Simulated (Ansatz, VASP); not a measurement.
Ge in VASP and in Ansatz

```
Ge
1.0
     3.96500    0.00000    0.00000
    -1.98250    3.43379    0.00000
     0.00000    0.00000   28.00000
Ge
2
Direct
  0.33333 0.66667 0.51571
  0.66667 0.33333 0.48429
```

Alike in both runs: task single point; functional PBE; dispersion D3(BJ); k mesh 12 × 12 × 1; occupations gaussian, width 0.1 eV; no spin polarisation.

|  | VASP | Ansatz |
| --- | --- | --- |
| version | VASP 6.6.1 | Ansatz 0.2.0 |
| potentials or method | VASP PAW PBE potentials, release 64 (Ge_d), cutoff 520 eV | scalar-relativistic, plane waves, PAW |
| valence electrons in the cell | 28 | 28 |

VASP gave:

- gap on the k mesh at the Fermi level (eV): none
- rms of the force components (eV/Å): 0.410

Question: What did Ansatz give for the same quantities?

Answer: gap on the k mesh at the Fermi level (eV): none; rms of the force components (eV/Å): 0.409.

Atom by atom the forces differ by 0.001 eV/Å (rms over components). A gap of «none» marks a metal or a gap that the smearing closes.
